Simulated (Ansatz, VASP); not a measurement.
# TiAl3F: VASP beside Ansatz

```
CELL_PARAMETERS angstrom
2.95535 0.00000 0.00000
0.00000 2.95535 0.00000
0.00000 0.00000 10.48218
ATOMIC_POSITIONS crystal
Ti 0.50000 0.50000 0.50000
Al 0.00000 0.00000 0.00000
Al 0.50000 0.50000 0.24571
Al 0.50000 0.50000 0.75429
F 0.50000 0.50000 0.00000
```

Alike in both runs: task relaxation of cell and atoms; functional PBE; k mesh 12 × 12 × 4; occupations gaussian, width 0.1 eV; no spin polarisation.

```csv
,VASP,Ansatz
version,VASP 6.6.1,Ansatz 0.2.0
potentials or method,"VASP PAW PBE potentials, release 64 (Ti_sv, Al, F), cutoff 600 eV","scalar-relativistic, plane waves, PAW"
valence electrons in the cell,28,28
```

Ansatz gave:

* gap on the k mesh at the Fermi level, each at its own relaxed structure (eV): none
* relaxed volume (Å³/atom): 18.35
* relaxed cell length with the largest relative difference (Å): 10.582

Problem. Which values does VASP return?

Solution. gap on the k mesh at the Fermi level, each at its own relaxed structure (eV): none; relaxed volume (Å³/atom): 18.34; relaxed cell length with the largest relative difference (Å): 10.578.

A gap of «none» marks a metal or a gap that the smearing closes.
